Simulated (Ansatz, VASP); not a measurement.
## Ta2N in VASP and in Ansatz

```xyz
6
Lattice="-3.1011 0.0000 0.0000 -1.5506 -2.6857 0.0000 0.0000 0.0000 10.2638" Properties=species:S:1:pos:R:3 pbc="T T T"
Ta   -3.1011   -1.7904    1.1956
Ta   -3.1011   -1.7904    6.0775
Ta   -1.5506   -0.8952    8.5682
Ta   -1.5506   -0.8952    3.6863
N     0.0000    0.0000    7.3228
N     0.0000    0.0000    2.4409
```

Alike in both runs: task single point; functional PBE; k mesh 17 × 17 × 5; occupations gaussian, width 0.15 eV; no spin polarisation.

```csv
,VASP,Ansatz
version,VASP 6.6.1,Ansatz 0.2.0
potentials or method,"VASP PAW PBE potentials, release 64 (Ta_pv, N), cutoff 520 eV","scalar-relativistic, plane waves, PAW"
valence electrons in the cell,54,62
```

```tsv
	VASP	Ansatz	Ansatz less VASP
gap on the k mesh at the Fermi level (eV)	none	none	-
pressure (GPa)	-6.4	-6.7	-0.39
traceless stress, the component that is largest in VASP (GPa)	-5.96	-5.93	+0.030
rms of the force components (eV/Å)	0.598	0.588	-0.0106
```

Atom by atom the forces differ by 0.019 eV/Å (rms over components). A gap of «none» marks a metal or a gap that the smearing closes. The functional is the same, so the differences come from potentials, cutoffs and numerics. VASP's potentials hold 54 valence electrons a cell and Ansatz's 62, so a difference there can come from the potentials and not from the codes.

Neither program's run includes spin-orbit coupling.
